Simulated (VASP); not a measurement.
# KTaO3 (Pm-3m) in VASP: notebook

KTaO3 is run at these levels: LDA; tasks: relaxation of cell and atoms, single point.

Program: VASP 6.6.1. These are calculated values, not measurements. Logs are shortened: lines on timing, memory, paths and dates and some standing lists are left out, and cuts for length are marked.

### 1 The cell of the first run

It takes space group Pm-3m (No. 221, cubic). The conventional cell has a = 4.024 Å, b = 4.024 Å, c = 4.024 Å, α = 90.00°, β = 90.00°, γ = 90.00°. Within 3.7 Å of K (site symmetry m-3m) lie 12 O at 2.85 Å and 8 Ta at 3.49 Å. Ta (site symmetry m-3m) has 6 O at 2.01 Å within 2.7 Å. Within 2.7 Å of O (site symmetry 4/mmm) lie 2 Ta at 2.01 Å.

### 2 Relaxation of cell and atoms, LDA

The input, INCAR:

```
  ALGO = Normal
  EDIFF = 1E-7
  EDIFFG = -0.005
  ENCUT = 600
  GGA_COMPAT = False
  IBRION = 2
  ISIF = 3
  ISMEAR = 0
  LASPH = True
  LCHARG = False
  LREAL = False
  LWAVE = False
  NELM = 120
  NELMIN = 4
  NSW = 70
  PREC = Accurate
  SIGMA = 0.02
```

The input, KPOINTS:

```
k-points
0
Gamma
  8 8 8
```

The input, POSCAR:

```
KTaO3
1.0
    4.0243806737      0.0000000000      0.0000000000
    0.0000000000      4.0243806737      0.0000000000
    0.0000000000      0.0000000000      4.0243806737
K Ta O
1 1 3
Direct
    0.5000000000      0.5000000000      0.5000000000
    0.0000000000      0.0000000000      0.0000000000
    0.5000000000      0.0000000000      0.0000000000
    0.0000000000      0.5000000000      0.0000000000
    0.0000000000      0.0000000000      0.5000000000
```

Potentials or basis: VASP PAW LDA potentials, release 64 (K_sv, Ta_sv_GW, O).

On the command line:

```
cat potpaw_LDA.64/K_sv/POTCAR potpaw_LDA.64/Ta_sv_GW/POTCAR potpaw_LDA.64/O/POTCAR > POTCAR
mpirun -np 1 vasp_std > vasp.out
```

OUTCAR:

```text
EDIFF = 1E-7
   EDIFFG = -0.005
   ENCUT = 600
   IBRION = 2
   ISIF = 3
   ISMEAR = 0
   LASPH = True
   LREAL = False
   NELM = 120
   NELMIN = 4
   NSW = 70
   PREC = Accurate

 ion  position               nearest neighbor table
   1  0.500  0.500  0.500-   3 2.85   4 2.85   5 2.85   3 2.85   4 2.85   3 2.85   5 2.85   3 2.85
                             4 2.85   5 2.85   4 2.85   5 2.85   2 3.49   2 3.49   2 3.49   2 3.49
   2  0.000  0.000  0.000-   3 2.01   4 2.01   5 2.01   5 2.01   4 2.01   3 2.01   1 3.49   1 3.49
                             1 3.49   1 3.49   1 3.49   1 3.49   1 3.49   1 3.49
   3  0.500  0.000  0.000-   2 2.01   2 2.01   1 2.85   1 2.85   1 2.85   1 2.85
   4  0.000  0.500  0.000-   2 2.01   2 2.01   1 2.85   1 2.85   1 2.85   1 2.85
   5  0.000  0.000  0.500-   2 2.01   2 2.01   1 2.85   1 2.85   1 2.85   1 2.85

  LATTYP: Found a simple cubic cell.
 ALAT       =     4.0243806737

  Lattice vectors:

 A1 = (   4.0243806737,   0.0000000000,   0.0000000000)
 A2 = (   0.0000000000,   4.0243806737,   0.0000000000)
 A3 = (   0.0000000000,   0.0000000000,   4.0243806737)

Analysis of symmetry for initial positions (statically):
=====================================================================
 Subroutine PRICEL returns:
 Original cell was already a primitive cell.

 Routine SETGRP: Setting up the symmetry group for a
 simple cubic supercell.

 Subroutine GETGRP returns: Found 48 space group operations
 (whereof 48 operations were pure point group operations)
 out of a pool of 48 trial point group operations.

The static configuration has the point symmetry O_h .

Analysis of symmetry for dynamics (positions and initial velocities):
=====================================================================
 Subroutine PRICEL returns:
 Original cell was already a primitive cell.

 Routine SETGRP: Setting up the symmetry group for a
 simple cubic supercell.

 Subroutine GETGRP returns: Found 48 space group operations
 (whereof 48 operations were pure point group operations)
 out of a pool of 48 trial point group operations.

The dynamic configuration has the point symmetry O_h .

 Subroutine INISYM returns: Found 48 space group operations
 (whereof 48 operations are pure point group operations),
 and found     1 'primitive' translations

----------------------------------------------------------------------------------------

                                     Primitive cell

  volume of cell :      65.1774

[... 98 lines left out ...]
   IBRION =      2    ionic relax: 0-MD 1-quasi-New 2-CG
   NFREE  =      1    steps in history (QN), initial steepest desc. (CG)
   ISIF   =      3    stress and relaxation
   ISYM   =      2    0-nonsym 1-usesym 2-fastsym
   POTIM  = 0.5000    time-step for ionic-motion
   TEBEG  =    0.0;   TEEND  =   0.0 temperature during run
   PSTRESS=    0.0 pullay stress
   NELECT =      40.0000    total number of electrons
   NUPDOWN=      -1.0000    fix difference up-down
   EMIN   =  10.00;   EMAX   =-10.00  energy-range for DOS
   EFERMI =   0.00;   METHOD = LEGACY
   ISMEAR =     0;   SIGMA  =   0.02  broadening in eV -4-tet -1-fermi 0-gaus
   EFERMI_NEDOS =   21; number of points for ismear=-14 and -15
   IALGO  =     38    algorithm
   IMIX   =      4    mixing-type and parameters
     AMIX     =   0.40;   BMIX     =  1.00
     AMIX_MAG =   1.60;   BMIX_MAG =  1.00
  volume/ion in A,a.u.               =      13.04        87.97
  Fermi-wavevector in a.u.,A,eV,Ry     =   1.391220  2.629024 26.333977  1.935493
  Thomas-Fermi vector in A             =   2.515080
   LORBIT       =      0    0 simple, 1 ext, 2 COOP (PROOUT), +10 PAW based schemes
   GGA     = CA    functional components
   LHFCALC =     F    Hartree Fock is set to
   AEXX    =    0.0000 exact exchange contribution
   IVDW    =     0    specifies the selected vdW correction
   LEPSILON=     F    determine dielectric tensor
   LRPA    =     F    only Hartree local field effects (RPA)
 conjugate gradient relaxation of ions
 non-spin polarized calculation
 Gauss-broadening in eV      SIGMA  =   0.02
  energy-cutoff  :      600.00
  volume of cell :       65.18
 maximum number of plane-waves:      2216
   NGX = 17   NGY = 17   NGZ = 17

--------------------------------------- Ionic step        1  -------------------------------------------

 number of electron      40.0000007 magnetization

 Free energy of the ion-electron system (eV)
  ---------------------------------------------------
  ext. energy  EPLUGINS =         0.00000000
  ---------------------------------------------------
  free energy    TOTEN  =       -47.52253387 eV

  energy without entropy =      -47.52253387  energy(sigma->0) =      -47.52253387

------------------------ aborting loop because EDIFF is reached ----------------------------------------

  FORCE on cell =-STRESS in cart. coord.  units (eV):
  Direction    XX          YY          ZZ          XY          YZ          ZX
  --------------------------------------------------------------------------------------
  -------------------------------------------------------------------------------------
  Total       -4.0440844     -4.0440844     -4.0440844     -0.0000000      0.0000000     -0.0000000
  in kB      -99.4108142    -99.4108142    -99.4108142     -0.0000000      0.0000000     -0.0000000
  external PRESSURE =     -99.4108142 kB  Pullay stress =       0.0000000 kB
[... 104 lines left out ...]
--------------------------------------- Ionic step        4  -------------------------------------------

 number of electron      39.9999986 magnetization

 Free energy of the ion-electron system (eV)
  ---------------------------------------------------
  ext. energy  EPLUGINS =         0.00000000
  ---------------------------------------------------
  free energy    TOTEN  =       -47.62766135 eV

  energy without entropy =      -47.62766135  energy(sigma->0) =      -47.62766135

 E-fermi :   3.1841     XC(G=0): -11.6882

 val. band max:        3.0741839102   @ k =   0.5000   0.5000   0.5000
 cond. band min:       5.1762832232   @ k =   0.0000   0.0000   0.0000
 fundamental gap:      2.1020993130
 Fermi energy:         3.1840746521

 k-point     1 :       0.0000    0.0000    0.0000
  band No.  band energies     occupation
      1     -63.9048      2.00000
      2     -30.6592      2.00000
      3     -30.6592      2.00000
      4     -30.6592      2.00000
      5     -23.7730      2.00000
      6     -14.2554      2.00000
[... 637 lines left out ...]
     23       9.2889      0.00000
     24      11.7398      0.00000

 [... further k-points ...]
[... 5 lines left out ...]
  --------------------------------------------------------------------------------------
  -------------------------------------------------------------------------------------
  Total        0.0124931      0.0124931      0.0124931      0.0000000      0.0000000      0.0000000
  in kB        0.3231790      0.3231790      0.3231790      0.0000000      0.0000000      0.0000000
  external PRESSURE =       0.3231790 kB  Pullay stress =       0.0000000 kB
[... 20 lines left out ...]
  FREE ENERGIE OF THE ION-ELECTRON SYSTEM (eV)
  ---------------------------------------------------
  free  energy   TOTEN  =       -47.6276613513 eV

  energy  without entropy=      -47.6276613513  energy(sigma->0) =      -47.62766135

 reached required accuracy - stopping structural energy minimisation
```

Wall time 1.9 min (1 thread of AMD EPYC 9R45 (Zen 5), shared host); peak memory 0.19 GiB.

What came out:

```
Free energy                           : -47.6277 eV
Relaxed volume                        : 12.39 Å³/atom
Relaxed cell                          : a = 3.957 Å, b = 3.957 Å, c = 3.957 Å, α = 90.00°, β = 90.00°, γ = 90.00°
Space group after relaxing (to 0.1 Å) : Pm-3m (No. 221)
Energy gained by relaxing             : 21.0 meV/atom
Ionic steps                           : 4
Pressure after relaxing               : 0.0 GPa
Band gap on the k mesh                : 2.10 eV (least direct gap 2.71 eV)
```

Step by step:
```csv
step,energy change (eV),largest force (eV/Å),pressure (GPa),volume (Å³)
1,0.0000,0.0000,-9.94,65.18
2,0.1057,0.0000,17.54,57.84
3,-0.1051,0.0000,-0.18,62.00
4,-0.1051,0.0000,0.03,61.94
```

Final structure:
```cif
data_structure
_symmetry_space_group_name_H-M 'P 1'
_symmetry_Int_Tables_number 1
_cell_length_a 3.9565
_cell_length_b 3.9565
_cell_length_c 3.9565
_cell_angle_alpha 90.000
_cell_angle_beta 90.000
_cell_angle_gamma 90.000
_cell_volume 61.94
loop_
_atom_site_label
_atom_site_type_symbol
_atom_site_fract_x
_atom_site_fract_y
_atom_site_fract_z
_atom_site_occupancy
K1 K 0.50000 0.50000 0.50000 1
Ta1 Ta 0.00000 0.00000 0.00000 1
O1 O 0.50000 0.00000 0.00000 1
O2 O 0.00000 0.50000 0.00000 1
O3 O 0.00000 0.00000 0.50000 1
```

Caveat: spin-orbit coupling is left out, which moves the levels of the heavy elements.

### 3 Single point, LDA

This run uses another cell than the first one, of 12.34 Å³/atom.

The input, INCAR:

```
SYSTEM = KTaO3
ALGO = Normal ; EDIFF = 1E-6
ENCUT = 600 ; GGA = CA
GGA_COMPAT = .FALSE. ; ISIF = 2
ISMEAR = 0 ; LASPH = .TRUE.
LCHARG = .FALSE. ; LREAL = .FALSE.
LWAVE = .FALSE. ; NBANDS = 28
NELM = 120 ; PREC = Accurate
SIGMA = 0.02
```

The input, KPOINTS:

```
k-points
0
G
  8 8 8
  0 0 0
```

POSCAR, as its differences from that of step 2:

```diff
@@ -2,5 +2,5 @@
 1.0
-    4.0243806737      0.0000000000      0.0000000000
-    0.0000000000      4.0243806737      0.0000000000
-    0.0000000000      0.0000000000      4.0243806737
+    3.9519913039      0.0000000000      0.0000000000
+    0.0000000000      3.9519913039      0.0000000000
+    0.0000000000      0.0000000000      3.9519913039
 K Ta O
```

Potentials or basis: VASP PAW LDA potentials, release 64 (K_sv, Ta_sv_GW, O).

On the command line:

```
cat potpaw_LDA.64/K_sv/POTCAR potpaw_LDA.64/Ta_sv_GW/POTCAR potpaw_LDA.64/O/POTCAR > POTCAR
mpirun -np 1 vasp_std > vasp.out
```

Run time: 62 s. Hardware: 1 thread of Intel Xeon Platinum 8259CL at 2.50GHz (Skylake/Cascade Lake), shared host; peak memory 0.21 GiB.

Results (log left out):

```yaml
Free_energy: -47.6183 eV
Pressure: 0.8 GPa
Band_gap_on_the_k_mesh: 2.11 eV (least direct gap 2.71 eV)
```

Levels at points of the mesh, in eV from the valence-band top:
| k point | band 17 | band 18 | band 19 | band 20 | band 21 | band 22 | band 23 | band 24 |
| --- | --- | --- | --- | --- | --- | --- | --- | --- |
| (0.00, 0.00, 0.00) | -1.12 | -0.60 | -0.60 | -0.60 | 2.11 | 2.11 | 2.11 | 6.59 |
| (0.50, 0.00, 0.00) | -2.24 | -1.63 | -0.84 | -0.84 | 2.29 | 5.14 | 5.14 | 7.17 |
| (0.50, 0.50, 0.00) | -1.57 | -1.47 | -1.47 | -0.04 | 5.19 | 5.19 | 6.51 | 8.05 |
| (0.50, 0.50, 0.50) | -4.02 | 0.00 | 0.00 | 0.00 | 6.68 | 6.68 | 6.68 | 8.80 |

Caveat: spin-orbit coupling is left out, which moves the levels of the heavy elements. A k mesh can miss the band edges.
